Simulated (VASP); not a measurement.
Wanted: the native input for a VASP 6.6.1 run.

| Item | Value |
| --- | --- |
| Task | relaxation of cell and atoms |
| Functional | PBEsol |
| Dispersion | D4 |
| Potentials or basis | VASP PAW PBE potentials, release 64 (Cl, Li_sv) |
| Cutoff | 600 eV |
| k mesh | 9 × 9 × 9 |
| Occupations | fermi-dirac, width 0.05 eV |
| Spin | no spin polarisation |
| Dipole correction | no |
| Further INCAR settings | ALGO = Normal; EDIFF = 1e-07; IBRION = 2; EDIFFG = -0.01; NSW = 60; ISIF = 3 |

The structure of LiCl lies in POSCAR:

```
LiCl
1.0
    0.0000000000      2.5647700000      2.5647700000
    2.5647700000      0.0000000000      2.5647700000
    2.5647700000      2.5647700000      0.0000000000
Cl Li
1 1
Direct
    0.5000000000      0.5000000000      0.5000000000
    0.0000000000      0.0000000000      0.0000000000
```

One way to write it, as run:

INCAR

```
SYSTEM = LiCl
  PREC = Accurate
  ENCUT = 600
  EDIFF = 1E-7
  ISMEAR = -1
  SIGMA = 0.05
  LREAL = .False.
  LASPH = .True.
  NELM = 60
  ALGO = Normal
  ISIF = 3
  LWAVE = .False.
  LCHARG = .False.
  GGA = PS
  IVDW = 13
  IBRION = 2
  NSW = 60
  EDIFFG = -0.01
```

KPOINTS

```
regular mesh
0
Gamma
  9 9 9
  0 0 0
```

Potentials or basis: VASP PAW PBE potentials, release 64 (Cl, Li_sv).

Command:

```bash
$ cat potpaw_PBE.64/Cl/POTCAR potpaw_PBE.64/Li_sv/POTCAR > POTCAR
$ mpirun -np 1 vasp_std > vasp.out
```

Results of the run:

* Relaxed volume: 15.90 Å³/atom
* Relaxed cell: a = 3.556 Å, b = 3.556 Å, c = 3.556 Å, α = 60.00°, β = 60.00°, γ = 60.00°
* Space group after relaxing (to 0.05 Å): Fm-3m (No. 225)
* Energy gained by relaxing: 6.1 meV/atom
* Ionic steps: 4
* Pressure after relaxing: 0.0 GPa
* Band gap on the k mesh: 6.48 eV, direct
* Dispersion energy per atom: -0.073 eV

Caveat: the cutoff is under 1.25 times the usual one of these potentials, so pressure, stress and relaxed cells hold a basis-set (Pulay) error; the PAW data sets were made with another functional, which shifts forces and pressure a little.

Run time: 53 s on 1 thread of AMD EPYC 7R43 64-Core Processor (Zen 3) (shared host), peak memory 0.13 GiB.
